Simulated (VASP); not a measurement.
# Li4TmGe (Cmmm) in VASP: notebook, part 3 of 3

VASP 6.6.1.

## 6. Relaxation of shape and atoms at fixed volume, PBE (20.87 Å³/atom)

This run uses another cell than the first one, of 20.87 Å³/atom.

The input, INCAR:

```
SYSTEM = Li4TmGe
ALGO = Normal
EDIFF = 1E-7
EDIFFG = -0.01
ENCUT = 750
GGA = PE
GGA_COMPAT = .False.
IBRION = 2
ISIF = 4
ISMEAR = 0
LASPH = .True.
LCHARG = .False.
LMAXMIX = 6
LREAL = .False.
LWAVE = .False.
NELM = 200
NELMIN = 4
NSW = 50
PREC = Accurate
SIGMA = 0.1
```

The input, KPOINTS:

```
k-points
0
Gamma
  8 8 8
  0 0 0
```

The input, POSCAR:

```
Li4TmGe
1.0
    2.0977537515     -7.1160515081      0.0000000000
    2.0977537515      7.1160515081      0.0000000000
    0.0000000000      0.0000000000      4.1940300690
Li Tm Ge
4 1 1
Direct
    0.3358473377      0.6641526623      0.0000000000
    0.8288080191      0.1711919809      0.5000000000
    0.1711919809      0.8288080191      0.5000000000
    0.6641526623      0.3358473377      0.0000000000
    0.5000000000      0.5000000000      0.5000000000
    0.0000000000      0.0000000000      0.0000000000
```

Potentials or basis: VASP PAW PBE potentials, release 64 (Li_sv, Tm_3, Ge_d), 4f in core.

On the command line:

```bash
cat potpaw_PBE.64/Li_sv/POTCAR potpaw_PBE.64/Tm_3/POTCAR potpaw_PBE.64/Ge_d/POTCAR > POTCAR
mpirun -np 1 vasp_std > vasp.out
```

OUTCAR:

```text
SYSTEM = Li4TmGe
   EDIFF = 1E-7
   EDIFFG = -0.01
   ENCUT = 750
   GGA = PE
   IBRION = 2
   ISIF = 4
   ISMEAR = 0
   LASPH = .True.
   LREAL = .False.
   NELM = 200
   NELMIN = 4
   NSW = 50
   PREC = Accurate

 ion  position               nearest neighbor table
   1  0.336  0.664  0.000-   5 3.14   5 3.14
   2  0.829  0.171  0.500-
   3  0.171  0.829  0.500-
   4  0.664  0.336  0.000-   5 3.14   5 3.14
   5  0.500  0.500  0.500-   6 2.97   6 2.97   6 2.97   6 2.97   4 3.14   4 3.14   1 3.14   1 3.14

   6  0.000  0.000  0.000-   5 2.97   5 2.97   5 2.97   5 2.97

  LATTYP: Found a base centered orthorhombic cell.
 ALAT       =     4.1955075030
 B/A-ratio  =     3.3922244224
 C/A-ratio  =     0.9996478533

  Lattice vectors:

 A1 = (   2.0977537515,  -7.1160515081,   0.0000000000)
 A2 = (   2.0977537515,   7.1160515081,   0.0000000000)
 A3 = (   0.0000000000,   0.0000000000,   4.1940300690)

Analysis of symmetry for initial positions (statically):
=====================================================================
 Subroutine PRICEL returns:
 Original cell was already a primitive cell.

 Routine SETGRP: Setting up the symmetry group for a
 base centered orthorhombic supercell.

 Subroutine GETGRP returns: Found  8 space group operations
 (whereof  8 operations were pure point group operations)
 out of a pool of  8 trial point group operations.

The static configuration has the point symmetry D_2h.

Analysis of symmetry for dynamics (positions and initial velocities):
=====================================================================
 Subroutine PRICEL returns:
 Original cell was already a primitive cell.

 Routine SETGRP: Setting up the symmetry group for a
 base centered orthorhombic supercell.

 Subroutine GETGRP returns: Found  8 space group operations
 (whereof  8 operations were pure point group operations)
 out of a pool of  8 trial point group operations.

The dynamic configuration has the point symmetry D_2h.

 Subroutine INISYM returns: Found  8 space group operations
 (whereof  8 operations are pure point group operations),
 and found     1 'primitive' translations

----------------------------------------------------------------------------------------

                                     Primitive cell

  volume of cell :     125.2146

  direct lattice vectors                    reciprocal lattice vectors
     2.097753751 -7.116051508  0.000000000     0.238350188 -0.070263685  0.000000000
     2.097753751  7.116051508  0.000000000     0.238350188  0.070263685  0.000000000
     0.000000000  0.000000000  4.194030069     0.000000000  0.000000000  0.238434151

  length of vectors
     7.418811217  7.418811217  4.194030069     0.248491041  0.248491041  0.238434151

  position of ions in fractional coordinates (direct lattice)
     0.335847338  0.664152662  0.000000000
     0.828808019  0.171191981  0.500000000
     0.171191981  0.828808019  0.500000000
     0.664152662  0.335847338  0.000000000
     0.500000000  0.500000000  0.500000000
[... 34 lines left out ...]

 Found    105 irreducible k-points:

 Following reciprocal coordinates:
            Coordinates               Weight
  0.000000  0.000000  0.000000      1.000000
  0.125000  0.000000  0.000000      4.000000
  0.250000  0.000000  0.000000      4.000000
  0.375000  0.000000  0.000000      4.000000
  0.500000  0.000000  0.000000      2.000000
  0.125000  0.125000  0.000000      2.000000
[... 16 lines left out ...]
  0.125000  0.000000  0.125000      8.000000
  0.250000  0.000000  0.125000      8.000000
 [... further k-points ...]
   k-points           NKPTS =    105   k-points in BZ     NKDIM =    105   number of bands    NBANDS=     21
   number of dos      NEDOS =    301   number of ions     NIONS =      6
   total plane-waves  NPLWV = 196000
   dimension x,y,z NGX =    70 NGY =   70 NGZ =   40
   dimension x,y,z NGXF=   140 NGYF=  140 NGZF=   80
   ions per type =               4   1   1
   NGX,Y,Z   is equivalent  to a cutoff of  15.69, 15.69, 15.86 a.u.
   NGXF,Y,Z  is equivalent  to a cutoff of  31.37, 31.37, 31.71 a.u.
 SYSTEM =  Li4TmGe
   PREC   = accura    normal or accurate (medium, high low for compatibility)
   ISTART =      0    job   : 0-new  1-cont  2-samecut
   ICHARG =      2    charge: 1-file 2-atom 10-const
   ISPIN  =      1    spin polarized calculation?
   LNONCOLLINEAR =      F non collinear calculations
   LSORBIT =      F    spin-orbit coupling
   LASPH  =      T    aspherical Exc in radial PAW
   ENCUT  =  750.0 eV  55.12 Ry    7.42 a.u.  16.57 16.57  9.37*2*pi/ulx,y,z
   NELM   =    200;   NELMIN=  4; NELMDL= -5     # of ELM steps
   EDIFF  = 0.1E-06   stopping-criterion for ELM
   LREAL  =      F    real-space projection
   EDIFFG = -.1E-01   stopping-criterion for IOM
   NSW    =     50    number of steps for IOM
   IBRION =      2    ionic relax: 0-MD 1-quasi-New 2-CG
   NFREE  =      1    steps in history (QN), initial steepest desc. (CG)
   ISIF   =      4    stress and relaxation
   ISYM   =      2    0-nonsym 1-usesym 2-fastsym
   POTIM  = 0.5000    time-step for ionic-motion
   TEBEG  =    0.0;   TEEND  =   0.0 temperature during run
   PSTRESS=    0.0 pullay stress
   NELECT =      35.0000    total number of electrons
   NUPDOWN=      -1.0000    fix difference up-down
   EMIN   =  10.00;   EMAX   =-10.00  energy-range for DOS
   EFERMI =   0.00;   METHOD = LEGACY
   ISMEAR =     0;   SIGMA  =   0.10  broadening in eV -4-tet -1-fermi 0-gaus
   EFERMI_NEDOS =   21; number of points for ismear=-14 and -15
   IALGO  =     38    algorithm
   IMIX   =      4    mixing-type and parameters
     AMIX     =   0.40;   BMIX     =  1.00
     AMIX_MAG =   1.60;   BMIX_MAG =  1.00
  volume/ion in A,a.u.               =      20.87       140.83
  Fermi-wavevector in a.u.,A,eV,Ry     =   1.070399  2.022761 15.588938  1.145755
  Thomas-Fermi vector in A             =   2.206108
   LORBIT       =      0    0 simple, 1 ext, 2 COOP (PROOUT), +10 PAW based schemes
   GGA     = PE    functional components
   LHFCALC =     F    Hartree Fock is set to
   AEXX    =    0.0000 exact exchange contribution
   IVDW    =     0    specifies the selected vdW correction
   LEPSILON=     F    determine dielectric tensor
   LRPA    =     F    only Hartree local field effects (RPA)
 conjugate gradient relaxation of ions
 non-spin polarized calculation
 Gauss-broadening in eV      SIGMA  =   0.10
  energy-cutoff  :      750.00
  volume of cell :      125.21
 maximum number of plane-waves:      5898
 NGX is ok and might be reduce to    70
   NGX = 33   NGY = 33   NGZ = 19

--------------------------------------- Ionic step        1  -------------------------------------------

 number of electron      34.9999999 magnetization

 Free energy of the ion-electron system (eV)
  ---------------------------------------------------
  ext. energy  EPLUGINS =         0.00000000
  ---------------------------------------------------
  free energy    TOTEN  =       -17.93471022 eV

  energy without entropy =      -17.91870211  energy(sigma->0) =      -17.92670616

------------------------ aborting loop because EDIFF is reached ----------------------------------------

  FORCE on cell =-STRESS in cart. coord.  units (eV):
  Direction    XX          YY          ZZ          XY          YZ          ZX
  --------------------------------------------------------------------------------------
  -------------------------------------------------------------------------------------
  Total       -1.3513906     -1.0077230     -1.2823535      0.0000000      0.0000000      0.0000000
  in kB      -17.2916466    -12.8942656    -16.4082856      0.0000000      0.0000000      0.0000000
  external PRESSURE =     -15.5313993 kB  Pullay stress =       0.0000000 kB
[... 227 lines left out ...]
--------------------------------------- Ionic step        7  -------------------------------------------

 number of electron      34.9999999 magnetization

 Free energy of the ion-electron system (eV)
  ---------------------------------------------------
  ext. energy  EPLUGINS =         0.00000000
  ---------------------------------------------------
  free energy    TOTEN  =       -17.93637307 eV

  energy without entropy =      -17.92067723  energy(sigma->0) =      -17.92852515

 E-fermi :   2.1378     XC(G=0):  -8.4247

 val. band max:        2.1371194786   @ k =  -0.3750   0.2500   0.3750
 cond. band min:       2.1523240630   @ k =   0.2500   0.1250   0.3750
 fundamental gap:      0.0152045844
 Fermi energy:         2.1378407691

 k-point     1 :       0.0000    0.0000    0.0000
  band No.  band energies     occupation
      1     -44.4515      2.00000
      2     -44.4480      2.00000
      3     -44.3094      2.00000
      4     -44.3044      2.00000
      5     -23.6171      2.00000
      6     -23.3860      2.00000
[... 565 lines left out ...]
     20       3.6026      0.00000
     21       4.4659      0.00000

 [... further k-points ...]
[... 5 lines left out ...]
  --------------------------------------------------------------------------------------
  -------------------------------------------------------------------------------------
  Total       -1.0911950     -1.0889412     -1.0754068     -0.0000000      0.0000000      0.0000000
  in kB      -13.9623283    -13.9334890    -13.7603101     -0.0000000      0.0000000      0.0000000
  external PRESSURE =     -13.8853758 kB  Pullay stress =       0.0000000 kB
[... 21 lines left out ...]
  FREE ENERGIE OF THE ION-ELECTRON SYSTEM (eV)
  ---------------------------------------------------
  free  energy   TOTEN  =       -17.9363730709 eV

  energy  without entropy=      -17.9206772289  energy(sigma->0) =      -17.92852515

 reached required accuracy - stopping structural energy minimisation
```

Wall time 37 min (1 thread of AMD EPYC 9R45 (Zen 5), shared host); peak memory 0.82 GiB.

Results:

```yaml
Free_energy: -17.9364 eV
Energy_gained_by_relaxing: 0.3 meV/atom
Ionic_steps: 7
Pressure_after_relaxing: -1.4 GPa
Largest_force_after_relaxing: 0.008 eV/Å
Band_gap_on_the_k_mesh: zero (an odd number of electrons rules out a gap without spin polarisation)
```

Forces on the atoms (eV/Å):
```
Li   0.000 -0.008  0.000
Li   0.000  0.004  0.000
Li   0.000 -0.004  0.000
Li   0.000  0.008  0.000
Tm   0.000  0.000  0.000
Ge   0.000  0.000  0.000
```

Step by step:
```csv
step,energy change (eV),largest force (eV/Å),pressure (GPa),volume (Å³)
1,0.0000,0.0176,-1.55,125.21
2,-0.0005,0.0175,-1.53,125.21
3,-0.0014,0.0175,-1.43,125.21
4,-0.0015,0.0178,-1.40,125.21
5,-0.0015,0.0177,-1.40,125.21
6,-0.0015,0.0153,-1.40,125.21
7,-0.0017,0.0083,-1.39,125.21
```

Final structure:
```
Li Tm Ge
1.0
     2.08496   -7.17488    0.00000
     2.08496    7.17488    0.00000
     0.00000    0.00000    4.18517
Li Tm Ge
4 1 1
Cartesian
  2.0850 2.3448 0.0000
  2.0850 -4.7196 2.0926
  2.0850 4.7196 2.0926
  2.0850 -2.3448 0.0000
  2.0850 0.0000 2.0926
  2.0850 7.1749 4.1852
```

Caveat: spin-orbit coupling is left out, which moves the levels of the heavy elements; the 4f electrons are frozen in the core, so they carry no moment and show no levels. Spin polarisation is off, so any magnetic state and its effect on volume and gap are missing.

## 7. Summary

```tsv
task	cell	gap on the mesh (eV)	pressure (GPa)	largest force (eV/Å)
single point	a = 6.572, b = 6.572, c = 3.996 Å, angles 90.0, 90.0, 143.0°, 6 atoms, atomic positions A	none	4.1	0.01
single point	a = 5.612, b = 5.612, c = 4.218 Å, angles 90.0, 90.0, 126.1°, 6 atoms, atomic positions B	none	0.0	-
single point	a = 6.742, b = 6.742, c = 4.024 Å, angles 90.0, 90.0, 144.0°, 6 atoms, atomic positions C	none	2.9	0.01
relaxation of shape and atoms at fixed volume	relaxed from a = 6.824, b = 6.824, c = 4.004 Å, angles 90.0, 90.0, 144.8°, 6 atoms, atomic positions D	none	2.9	0.01
relaxation of shape and atoms at fixed volume	relaxed from a = 7.419, b = 7.419, c = 4.194 Å, angles 90.0, 90.0, 147.1°, 6 atoms, atomic positions E	none	-1.4	0.01
```

Alike in all rows: level PBE; potentials or basis VASP PAW PBE potentials, release 64 (Li_sv, Tm_3, Ge_d), 4f in core; no spin polarisation; k mesh 8 × 8 × 8; cutoff (eV) 750; smearing gaussian 0.1 eV.

Caveats: spin-orbit coupling is left out, which moves the levels of the heavy elements; the 4f electrons are frozen in the core, so they carry no moment and show no levels; the cell stands under pressure (at least some runs).

Total energies depend on the potentials used, so only differences within one code and one set of settings carry meaning.

The gap in the log of VASP goes by the Fermi energy; the results here count the filled bands.